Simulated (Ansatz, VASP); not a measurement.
## Two plane-wave programs on Hg

INCAR

```
SYSTEM = Hg
  PREC = Accurate
  ENCUT = 520
  EDIFF = 1E-7
  ISMEAR = 0
  SIGMA = 0.1
  LREAL = .FALSE.
  LASPH = .TRUE.
  NELM = 80
  ALGO = Normal
  ISIF = 2
  LWAVE = .FALSE.
  LCHARG = .FALSE.
  GGA = CA
  NBANDS = 25
```

File KPOINTS:

```
regular mesh
0
G
  7 7 10
  0 0 0
```

The input POSCAR:

```
Hg
1.0
    5.4666960000      0.0000000000      0.0000000000
   -2.7333480000      4.7342980000      0.0000000000
    0.0000000000      0.0000000000      3.1852180000
Hg
3
Direct
    0.3333333333      0.6666666667      0.5000000000
    0.6666666667      0.3333333333      0.5000000000
    0.0000000000      0.0000000000      0.0000000000
```

Input for Ansatz:

```yaml
crystal:
  lattice:
    - [5.466696, 0.0, 0.0]
    - [-2.733348, 4.734298, 0.0]
    - [0.0, 0.0, 3.185218]
  atoms:
    - { symbol: Hg, position: [0.3333333333333333, 0.6666666666666666, 0.5] }
    - { symbol: Hg, position: [0.6666666666666666, 0.3333333333333333, 0.5] }
    - { symbol: Hg, position: [0.0, 0.0, 0.0] }
kpoints:
  mp_grid:
    grid: [7, 7, 10]
hamiltonian:
  xc: lda
  pseudopotentials:
    kind: paw
scf:
  occupations:
    method: gaussian
    width: 0.1
output:
  forces: true
  stress: true
  eigenvalues: true
```

Alike in both runs: task single point; functional LDA; k mesh 7 × 7 × 10; occupations gaussian, width 0.1 eV; no spin polarisation.

|  | VASP | Ansatz |
| --- | --- | --- |
| version | VASP 6.6.1 | Ansatz 0.2.0 |
| potentials or method | VASP PAW LDA potentials, release 64 (Hg) | plane waves, PAW |
| plane-wave cutoff (eV) | 520 | 420 |
| valence electrons in the cell | 36 | 60 |

VASP gave:

| Property | Result |
| --- | --- |
| gap on the k mesh at the Fermi level (eV) | none |
| pressure (GPa) | -4.5 |
| traceless stress, the component that is largest in VASP (GPa) | -0.19 |

Task: Estimate Ansatz's values.

Result: gap on the k mesh at the Fermi level (eV): none; pressure (GPa): -4.6; traceless stress, the component that is largest in VASP (GPa): -0.23.

LDA's correlation is that of Perdew and Zunger in VASP and of Perdew and Wang (1992) in Ansatz. A gap of «none» marks a metal or a gap that the smearing closes. VASP's potentials hold 36 valence electrons a cell and Ansatz's 60, so a difference there can come from the potentials and not from the codes.

Spin-orbit coupling is off throughout.
